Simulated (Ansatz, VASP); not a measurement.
**Ge in VASP and in Ansatz**

The input INCAR:

```
SYSTEM = Ge
PREC = Accurate
ENCUT = 520
EDIFF = 1E-6
ISMEAR = 0
SIGMA = 0.15
LREAL = .False.
LASPH = .True.
NELM = 60
ALGO = Normal
ISIF = 2
LWAVE = .False.
LCHARG = .True.
GGA = PS
LELF = .True.
LVHAR = .True.
NBANDS = 21
```

Contents of KPOINTS:

```
regular mesh
0
Gamma
  14 14 14
  0 0 0
```

File POSCAR:

```
Ge
1.0
    0.0000000000      2.7863384500      2.8287700000
    2.8712015500      0.0000000000      2.8287700000
    2.8712015500      2.7863384500      0.0000000000
Ge
2
Direct
    0.5000000000      0.5000000000      0.5000000000
    0.7500000000      0.7500000000      0.7500000000
```

Input for Ansatz:

```yaml
crystal:
  lattice:
    - [0.0, 2.78633845, 2.82877]
    - [2.87120155, 0.0, 2.82877]
    - [2.87120155, 2.78633845, 0.0]
  atoms:
    - { symbol: Ge, position: [0.5, 0.5, 0.5] }
    - { symbol: Ge, position: [0.75, 0.75, 0.75] }
basis:
  ecutwfc: 420
kpoints:
  mp_grid: { grid: [14, 14, 14] }
hamiltonian:
  xc: pbesol
scf:
  occupations: { method: gaussian, width: 0.15 }
output:
  forces: true
  stress: true
  eigenvalues: true
```

Change from the starting cell: strain +0.0150 x Voigt [1, -1, 0, 0, 0, 0], atoms carried along.

Alike in both runs: task single point; functional PBEsol; k mesh 14 × 14 × 14; occupations gaussian, width 0.15 eV; no spin polarisation.

```csv
,VASP,Ansatz
version,VASP 6.6.1,Ansatz 0.2.0
potentials or method,"VASP PAW PBE potentials, release 64 (Ge_d), cutoff 520 eV","scalar-relativistic, plane waves, PAW"
valence electrons in the cell,28,28
```

Ansatz gave:

```
gap on the k mesh at the Fermi level (eV)                     : 0.10
least direct gap on the mesh (eV)                             : 0.11
pressure (GPa)                                                : 0.7
traceless stress, the component that is largest in VASP (GPa) : -1.09
```

Task: Which values does VASP return?

Result: gap on the k mesh at the Fermi level (eV): 0.11; least direct gap on the mesh (eV): 0.11; pressure (GPa): 0.3; traceless stress, the component that is largest in VASP (GPa): -1.09.

VASP's potentials were made for PBE, not for PBEsol.
